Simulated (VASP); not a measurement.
Set up this calculation in VASP 6.6.1, as the native input.

```yaml
Task: single point
Functional: BLYP
Potentials_or_basis: VASP PAW PBE potentials, release 64 (Ni, Mo_sv, Pd, Ir, W_sv)
Cutoff: 520 eV
k_mesh: 11 × 11 × 3
Occupations: fermi-dirac, width 0.05 eV
Spin: collinear spin, ferromagnetic start
Starting_moments: "[1.0, 1.0, 0.0, 0.6, 0.0] μB"
Dipole_correction: no
Further_INCAR_settings: ALGO = Normal; EDIFF = 1e-06; NBANDS = 40
```

The structure of NiMoIrPdW lies in POSCAR:

```
NiMoIrPdW
1.0
    2.7607800000      0.0000000000      0.0000000000
   -1.3803900000      2.3909000000      0.0000000000
    0.0000000000      0.0000000000     11.3405100000
Ni Mo Pd Ir W
1 1 1 1 1
Direct
    0.0000000000      0.0000000000      0.7091700000
    0.6666700000      0.3333300000      0.2942500000
    0.6666700000      0.3333300000      0.8990100000
    0.0000000000      0.0000000000      0.1060400000
    0.6666700000      0.3333300000      0.5292100000
```

One way to write it, as run:

INCAR

```
AGGAC = 1.0
AGGAX = 1.0
ALDAC = 0.0
ALDAX = 1.0
ALGO = Normal
EDIFF = 1E-6
ENCUT = 520
GGA = B5
ISIF = 2
ISMEAR = -1
ISPIN = 2
LASPH = T
LCHARG = F
LMAXMIX = 4
LORBIT = 11
LREAL = F
LWAVE = F
MAGMOM = 1 1 0 0.6 0
NBANDS = 40
NELM = 150
PREC = Accurate
SIGMA = 0.05
```

KPOINTS

```
k-points
0
Gamma
  11 11 3
```

Potentials or basis: VASP PAW PBE potentials, release 64 (Ni, Mo_sv, Pd, Ir, W_sv).

The run is started by

```sh
$ cat potpaw_PBE.64/Ni/POTCAR potpaw_PBE.64/Mo_sv/POTCAR potpaw_PBE.64/Pd/POTCAR potpaw_PBE.64/Ir/POTCAR potpaw_PBE.64/W_sv/POTCAR > POTCAR
$ mpirun -np 1 vasp_std > vasp.out
```

Results of the run:

* Pressure: 11.9 GPa
* Largest force: 0.626 eV/Å
* Net moment: 0.00 μB per cell
* Valence electrons inside the program's atomic spheres: Ni 9.26; Mo 12.61; Pd 9.50; Ir 8.37; W 12.14

Caveat: the cell stands under pressure; the PAW data sets were made with another functional, which shifts forces and pressure a little.

It took 30 min on 1 thread of Oxide Virtual Turin-like Processor, on a shared host, peak memory 0.61 GiB.
